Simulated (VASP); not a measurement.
Wanted: the native input for a VASP 6.6.1 run.

```
Task                   : single point
Functional             : PBE
Potentials or basis    : VASP PAW PBE potentials, release 64 (Pt, Fe)
Cutoff                 : 520 eV
k mesh                 : 10 × 10 × 7
Occupations            : gaussian, width 0.011 eV
Spin                   : collinear spin, ferromagnetic start
Starting moments       : [0.0, 3.0] μB
Dipole correction      : no
Further INCAR settings : ALGO = Normal; EDIFF = 1e-06; NBANDS = 20
```

The structure of FePt (Tetraferroplatinum) lies in POSCAR:

```
FePt
1.0
    2.7235000000      0.0000000000      0.0000000000
    0.0000000000      2.7235000000      0.0000000000
    0.0000000000      0.0000000000      3.7200000000
Pt Fe
1 1
Direct
    0.5000000000      0.5000000000      0.5000000000
    0.0000000000      0.0000000000      0.0000000000
```

These files were run (other wordings do the same):

INCAR

```
SYSTEM = FePt
  ALGO = Normal
  EDIFF = 1E-6
  ENCUT = 520
  GGA = PE
  ISIF = 2
  ISMEAR = 0
  ISPIN = 2
  LASPH = .True.
  LCHARG = .False.
  LMAXMIX = 4
  LORBIT = 11
  LREAL = .False.
  LWAVE = .False.
  MAGMOM = 0 3
  NBANDS = 20
  NELM = 150
  PREC = Accurate
  SIGMA = 0.011
```

KPOINTS

```
k-points
0
Gamma
  10 10 7
  0 0 0
```

Potentials or basis: VASP PAW PBE potentials, release 64 (Pt, Fe).

Launch:

```sh
$ cat potpaw_PBE.64/Pt/POTCAR potpaw_PBE.64/Fe/POTCAR > POTCAR
$ mpirun -np 1 vasp_std > vasp.out
```

Results of the run:

| Item | Value |
| --- | --- |
| Pressure | 2.7 GPa |
| Net moment | 3.25 μB per cell |
| Site moments | Pt +0.32; Fe +2.90 μB |
| Valence electrons inside the program's atomic spheres | Pt 9.44; Fe 6.99 |

Run time: 85 s on 1 thread of Intel(R) Xeon(R) Platinum 8259CL CPU @ 2.50GHz (Skylake/Cascade Lake) (shared host), peak memory 0.2 GiB.
